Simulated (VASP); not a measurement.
# AlN (P2_1) in VASP: notebook

The runs below take AlN through single point, with LDA.

All numbers are computed with VASP 6.6.1; they aren't measurements. Logs are shortened: lines on timing, memory, paths and dates and some standing lists are left out, and cuts for length are marked.

## Step 1: The cell of the first run

Symmetry: P2_1, No. 4, monoclinic system. The conventional cell has a = 3.089 Å, b = 4.944 Å, c = 3.089 Å, α = 90.00°, β = 120.00°, γ = 90.00°. Al (site symmetry 1) has 4 N at 1.86 to 1.90 Å within 2.5 Å. Within 2.5 Å of N (site symmetry 1) lie 4 Al at 1.86 to 1.90 Å.

## Step 2: Single point, LDA (mode 4 frozen in at -0.086 Å and mode 5 at -0.086 Å (largest displacements))

INCAR reads:

```
ALGO     = Normal         # electronic algorithm
EDIFF    = 1E-6           # SCF threshold, eV
ENCUT    = 520            # plane-wave cutoff, eV
ISIF     = 2              # what is computed and relaxed
ISMEAR   = 0              # smearing method
LASPH    = T              # aspherical terms in the spheres
LCHARG   = F              # write CHGCAR
LREAL    = F              # projectors in reciprocal space
LWAVE    = F              # write WAVECAR
NBANDS   = 16             # bands
NELM     = 60             # most SCF steps
PREC     = Accurate       # precision mode
SIGMA    = 0.05           # smearing width, eV
```

KPOINTS reads:

```
k-points
0
Gamma
  9 9 6
```

POSCAR reads:

```
AlN
1.0
    3.0886152929      0.0000000000      0.0000000000
   -1.5443076465      2.6748193062      0.0000000000
    0.0000000000      0.0000000000      4.9435842906
Al N
2 2
Direct
    0.2894132882      0.6345149621      0.0015210182
    0.7105867118      0.3654850379      0.5015210182
    0.3725307410      0.6953611606      0.3834789818
    0.6274692590      0.3046388394      0.8834789818
```

Potentials or basis: VASP PAW LDA potentials, release 64 (Al, N).

Command:

```
$ cat potpaw_LDA.64/Al/POTCAR potpaw_LDA.64/N/POTCAR > POTCAR
$ mpirun -np 1 vasp_std > vasp.out
```

OUTCAR:

```text
EDIFF = 1E-6
   ENCUT = 520
   ISIF = 2
   ISMEAR = 0
   LASPH = T
   LREAL = F
   NELM = 60
   PREC = Accurate

 ion  position               nearest neighbor table
   1  0.289  0.635  0.002-   4 1.86   4 1.88   4 1.89   3 1.90   2 2.92   2 2.92   2 3.09   2 3.09
                             2 3.16   2 3.16
   2  0.711  0.365  0.502-   3 1.86   3 1.88   3 1.89   4 1.90   1 2.92   1 2.92   1 3.09   1 3.09
                             1 3.16   1 3.16
   3  0.373  0.695  0.383-   2 1.86   2 1.88   2 1.89   1 1.90
   4  0.627  0.305  0.883-   1 1.86   1 1.88   1 1.89   2 1.90

  LATTYP: Found a hexagonal cell.
 ALAT       =     3.0886152929
 C/A-ratio  =     1.6005827278

  Lattice vectors:

 A1 = (   3.0886152929,   0.0000000000,   0.0000000000)
 A2 = (  -1.5443076465,   2.6748193062,   0.0000000000)
 A3 = (   0.0000000000,   0.0000000000,   4.9435842906)

Analysis of symmetry for initial positions (statically):
=====================================================================
 Subroutine PRICEL returns:
 Original cell was already a primitive cell.

 Routine SETGRP: Setting up the symmetry group for a
 hexagonal supercell.

 Subroutine GETGRP returns: Found  2 space group operations
 (whereof  1 operations were pure point group operations)
 out of a pool of 24 trial point group operations.

The static configuration has the point symmetry C_1 .
 The point group associated with its full space group is C_2 .

Analysis of symmetry for dynamics (positions and initial velocities):
=====================================================================
 Subroutine PRICEL returns:
 Original cell was already a primitive cell.

 Routine SETGRP: Setting up the symmetry group for a
 hexagonal supercell.

 Subroutine GETGRP returns: Found  2 space group operations
 (whereof  1 operations were pure point group operations)
 out of a pool of 24 trial point group operations.

The dynamic configuration has the point symmetry C_1 .
 The point group associated with its full space group is C_2 .

 Subroutine INISYM returns: Found  2 space group operations
 (whereof  1 operations are pure point group operations),
 and found     1 'primitive' translations

----------------------------------------------------------------------------------------

                                     Primitive cell

  volume of cell :      40.8414

  direct lattice vectors                    reciprocal lattice vectors
     3.088615293  0.000000000  0.000000000     0.323769685  0.186928515  0.000000000
    -1.544307647  2.674819306  0.000000000     0.000000000  0.373857029  0.000000000
     0.000000000  0.000000000  4.943584291     0.000000000  0.000000000  0.202282381

  length of vectors
     3.088615293  3.088615293  4.943584291     0.373857029  0.373857029  0.202282381

  position of ions in fractional coordinates (direct lattice)
     0.289413288  0.634514962  0.001521018
     0.710586712  0.365485038  0.501521018
     0.372530741  0.695361161  0.383478982
     0.627469259  0.304638839  0.883478982

  ion indices of the primitive-cell ions
   primitive index   ion index
                 1           1
                 2           2
                 3           3
                 4           4

----------------------------------------------------------------------------------------

 KPOINTS: k-points

Automatic generation of k-mesh.
 Grid dimensions read from file:
 generate k-points for:    9    9    6

 Generating k-lattice:

  Cartesian coordinates                     Fractional coordinates (reciprocal lattice)
     0.035974409  0.020769835  0.000000000     0.111111111  0.000000000  0.000000000
     0.000000000  0.041539670  0.000000000     0.000000000  0.111111111  0.000000000
     0.000000000  0.000000000  0.033713730     0.000000000  0.000000000  0.166666667

  Length of vectors
     0.041539670  0.041539670  0.033713730

  Shift w.r.t. Gamma in fractional coordinates (k-lattice)
     0.000000000  0.000000000  0.000000000

 Subroutine IBZKPT returns following result:
 ===========================================

 Found    164 irreducible k-points:

 Following reciprocal coordinates:
            Coordinates               Weight
  0.000000  0.000000  0.000000      1.000000
  0.111111 -0.000000  0.000000      2.000000
  0.000000  0.111111  0.000000      2.000000
 -0.111111  0.111111  0.000000      2.000000
  0.222222 -0.000000  0.000000      2.000000
  0.000000  0.222222  0.000000      2.000000
[... 16 lines left out ...]
  0.333333  0.111111  0.000000      2.000000
 -0.111111  0.444444  0.000000      2.000000
 [... further k-points ...]
   k-points           NKPTS =    164   k-points in BZ     NKDIM =    164   number of bands    NBANDS=     16
   number of dos      NEDOS =    301   number of ions     NIONS =      4
   total plane-waves  NPLWV =  23040
   dimension x,y,z NGX =    24 NGY =   24 NGZ =   40
   dimension x,y,z NGXF=    48 NGYF=   48 NGZF=   80
   ions per type =               2   2
   NGX,Y,Z   is equivalent  to a cutoff of  12.92, 12.92, 13.45 a.u.
   NGXF,Y,Z  is equivalent  to a cutoff of  25.84, 25.84, 26.90 a.u.
 SYSTEM =  unknown system
   PREC   = accura    normal or accurate (medium, high low for compatibility)
   ISTART =      0    job   : 0-new  1-cont  2-samecut
   ICHARG =      2    charge: 1-file 2-atom 10-const
   ISPIN  =      1    spin polarized calculation?
   LNONCOLLINEAR =      F non collinear calculations
   LSORBIT =      F    spin-orbit coupling
   LASPH  =      T    aspherical Exc in radial PAW
   ENCUT  =  520.0 eV  38.22 Ry    6.18 a.u.   5.74  5.74  9.19*2*pi/ulx,y,z
   NELM   =     60;   NELMIN=  2; NELMDL= -5     # of ELM steps
   EDIFF  = 0.1E-05   stopping-criterion for ELM
   LREAL  =      F    real-space projection
[... 7 lines left out ...]
   TEBEG  =    0.0;   TEEND  =   0.0 temperature during run
   PSTRESS=    0.0 pullay stress
   NELECT =      16.0000    total number of electrons
   NUPDOWN=      -1.0000    fix difference up-down
   EMIN   =  10.00;   EMAX   =-10.00  energy-range for DOS
   EFERMI =   0.00;   METHOD = LEGACY
   ISMEAR =     0;   SIGMA  =   0.05  broadening in eV -4-tet -1-fermi 0-gaus
   EFERMI_NEDOS =   21; number of points for ismear=-14 and -15
   IALGO  =     38    algorithm
   IMIX   =      4    mixing-type and parameters
     AMIX     =   0.40;   BMIX     =  1.00
     AMIX_MAG =   1.60;   BMIX_MAG =  1.00
  volume/ion in A,a.u.               =      10.21        68.90
  Fermi-wavevector in a.u.,A,eV,Ry     =   1.197884  2.263672 19.523354  1.434926
  Thomas-Fermi vector in A             =   2.333787
   LORBIT       =      0    0 simple, 1 ext, 2 COOP (PROOUT), +10 PAW based schemes
   GGA     = CA    functional components
   LHFCALC =     F    Hartree Fock is set to
   AEXX    =    0.0000 exact exchange contribution
   IVDW    =     0    specifies the selected vdW correction
   LEPSILON=     F    determine dielectric tensor
   LRPA    =     F    only Hartree local field effects (RPA)
 non-spin polarized calculation
 Gauss-broadening in eV      SIGMA  =   0.05
  energy-cutoff  :      520.00
  volume of cell :       40.84
 maximum number of plane-waves:      1118
   NGX = 11   NGY = 11   NGZ = 19

 number of electron      16.0000000 magnetization

 Free energy of the ion-electron system (eV)
  ---------------------------------------------------
  ext. energy  EPLUGINS =         0.00000000
  ---------------------------------------------------
  free energy    TOTEN  =       -32.71990255 eV

  energy without entropy =      -32.71990255  energy(sigma->0) =      -32.71990255

 E-fermi :   6.4121     XC(G=0): -11.3498

 val. band max:        6.2188412803   @ k =   0.0000   0.0000   0.0000
 cond. band min:      10.4630351324   @ k =   0.0000   0.0000   0.0000
 fundamental gap:      4.2441938521
 Fermi energy:         6.4120851910

 k-point     1 :       0.0000    0.0000    0.0000
  band No.  band energies     occupation
      1      -9.0444      2.00000
      2      -6.7429      2.00000
      3      -0.0183      2.00000
      4       5.1964      2.00000
      5       5.2891      2.00000
      6       5.6901      2.00000
[... 8 lines left out ...]
     15      19.3547      0.00000
     16      19.7008      0.00000

 k-point     2 :       0.1111   -0.0000    0.0000
  band No.  band energies     occupation
      1      -8.8808      2.00000
      2      -6.6448      2.00000
      3       0.1699      2.00000
      4       4.4772      2.00000
      5       5.0220      2.00000
      6       5.1178      2.00000
[... 8 lines left out ...]
     15      19.2727      0.00000
     16      19.4917      0.00000

 k-point     3 :       0.0000    0.1111    0.0000
  band No.  band energies     occupation
      1      -8.8790      2.00000
      2      -6.6510      2.00000
      3       0.1746      2.00000
      4       4.5193      2.00000
      5       5.0429      2.00000
      6       5.2754      2.00000
[... 8 lines left out ...]
     15      18.9991      0.00000
     16      19.4868      0.00000

 k-point     4 :      -0.1111    0.1111    0.0000
  band No.  band energies     occupation
      1      -8.8796      2.00000
      2      -6.6496      2.00000
      3       0.1735      2.00000
      4       4.5266      2.00000
      5       5.0322      2.00000
      6       5.2222      2.00000
[... 8 lines left out ...]
     15      18.9894      0.00000
     16      19.4186      0.00000
[... 324 lines left out ...]
 k-point    22 :       0.3333   -0.1111    0.0000
  band No.  band energies     occupation
      1      -7.9950      2.00000
      2      -6.2089      2.00000
      3       1.2204      2.00000
      4       2.0795      2.00000
      5       2.9896      2.00000
      6       4.3566      2.00000
[... 8 lines left out ...]
     15      19.4503      0.00000
     16      20.1036      0.00000

 k-point    23 :       0.3333    0.1111    0.0000
  band No.  band energies     occupation
      1      -7.3234      2.00000
      2      -6.0389      2.00000
      3       0.8191      2.00000
      4       2.1030      2.00000
      5       2.3771      2.00000
      6       3.7429      2.00000
[... 8 lines left out ...]
     15      19.0813      0.00000
     16      20.7500      0.00000

 k-point    24 :      -0.1111    0.4444    0.0000
  band No.  band energies     occupation
      1      -7.2470      2.00000
      2      -6.1859      2.00000
      3       1.2826      2.00000
      4       2.1225      2.00000
      5       2.3232      2.00000
      6       3.6413      2.00000
[... 8 lines left out ...]
     15      18.3737      0.00000
     16      20.9939      0.00000

 [... further k-points ...]

------------------------ aborting loop because EDIFF is reached ----------------------------------------

  FORCE on cell =-STRESS in cart. coord.  units (eV):
  Direction    XX          YY          ZZ          XY          YZ          ZX
  --------------------------------------------------------------------------------------
  -------------------------------------------------------------------------------------
  Total       -0.0847105      0.0613452      0.1757537     -0.2681166      0.0000000      0.0000000
  in kB       -3.3231321      2.4065268      6.8946904    -10.5180206      0.0000000      0.0000000
  external PRESSURE =       1.9926950 kB  Pullay stress =       0.0000000 kB

 VOLUME and BASIS-vectors are now :
 -----------------------------------------------------------------------------
  energy-cutoff  :      520.00
  volume of cell :       40.84
      direct lattice vectors                 reciprocal lattice vectors
     3.088615293  0.000000000  0.000000000     0.323769685  0.186928515  0.000000000
    -1.544307647  2.674819306  0.000000000     0.000000000  0.373857029  0.000000000
     0.000000000  0.000000000  4.943584291     0.000000000  0.000000000  0.202282381

 POSITION                                       TOTAL-FORCE (eV/Angst)
 -----------------------------------------------------------------------------------
     -0.08600      1.69721      0.00752         0.557956      0.488201      0.105197
      1.63031      0.97761      2.47931        -0.557956     -0.488201      0.105197
      0.07675      1.85997      1.89576        -0.195079     -0.225110     -0.105197
      1.46756      0.81485      4.36755         0.195079      0.225110     -0.105197
 -----------------------------------------------------------------------------------
    total drift:                               -0.000000     -0.000000     -0.000592

  FREE ENERGIE OF THE ION-ELECTRON SYSTEM (eV)
  ---------------------------------------------------
  free  energy   TOTEN  =       -32.7199025487 eV

  energy  without entropy=      -32.7199025487  energy(sigma->0) =      -32.71990255
```

It took 26 s on 1 thread of Intel Xeon 6975P-C (Granite Rapids), shared host; peak memory 0.2 GiB.

What came out:

```yaml
Free_energy: -32.7199 eV
Pressure: 0.2 GPa
Largest_force: 0.749 eV/Å
Band_gap_on_the_k_mesh: 4.24 eV, direct
```

Forces on the atoms (eV/Å):
```
Al   0.558  0.488  0.105
Al  -0.558 -0.488  0.105
N   -0.195 -0.225 -0.105
N    0.195  0.225 -0.105
```

Caveat: the cell differs from its parent crystal (mode 4 frozen in at -0.086 Å and mode 5 at -0.086 Å (largest displacements)). A k mesh can miss the band edges.

## Step 3: Single point, LDA (mode 4 frozen in at -0.057 Å and mode 5 at -0.086 Å (largest displacements))

INCAR reads:

```
SYSTEM = AlN
PREC = Accurate ; ENCUT = 520
EDIFF = 1E-6 ; ISMEAR = 0
SIGMA = 0.05 ; LREAL = .FALSE.
LASPH = .TRUE. ; NELM = 80
ALGO = Normal ; ISIF = 2
LWAVE = .FALSE. ; LCHARG = .FALSE.
GGA = CA ; NBANDS = 16
```

KPOINTS reads:

```
regular mesh
0
G
  9 9 6
  0 0 0
```

POSCAR reads:

```
AlN
1.0
    3.0886152929      0.0000000000      0.0000000000
   -1.5443076465      2.6748193062      0.0000000000
    0.0000000000      0.0000000000      4.9435842906
Al N
2 2
Direct
    0.2987054781      0.6345149621      0.0015210182
    0.7012945219      0.3654850379      0.5015210182
    0.3642377222      0.6953611606      0.3834789818
    0.6357622778      0.3046388394      0.8834789818
```

Potentials or basis: VASP PAW LDA potentials, release 64 (Al, N).

Command:

```
$ cat potpaw_LDA.64/Al/POTCAR potpaw_LDA.64/N/POTCAR > POTCAR
$ mpirun -np 1 vasp_std > vasp.out
```

It took 26 s on 1 thread of Intel Xeon 6975P-C (Granite Rapids), shared host; peak memory 0.2 GiB.

The run converged. Its results:

| Item | Value |
| --- | --- |
| Free energy | -32.7549 eV |
| Pressure | 0.3 GPa |
| Largest force | 0.605 eV/Å |
| Band gap on the k mesh | 4.29 eV, direct |

Forces on the atoms (eV/Å):
```
Al   0.373  0.470  0.077
Al  -0.373 -0.470  0.077
N   -0.130 -0.233 -0.077
N    0.130  0.233 -0.077
```

Stress tensor (GPa, compression positive):
```
 0.09 -0.70  0.00
-0.70  0.23  0.00
 0.00  0.00  0.61
```

Levels at points of the mesh, in eV from the valence-band top:
| k point | band 6 | band 7 | band 8 | band 9 | band 10 | band 11 |
| --- | --- | --- | --- | --- | --- | --- |
| (0.00, 0.00, 0.00) | -0.46 | -0.14 | 0.00 | 4.29 | 6.64 | 10.43 |
| (0.00, 0.00, 0.50) | -0.67 | -0.59 | -0.59 | 6.47 | 6.47 | 10.20 |

Caveat: the cell differs from its parent crystal (mode 4 frozen in at -0.057 Å and mode 5 at -0.086 Å (largest displacements)). A k mesh can miss the band edges.
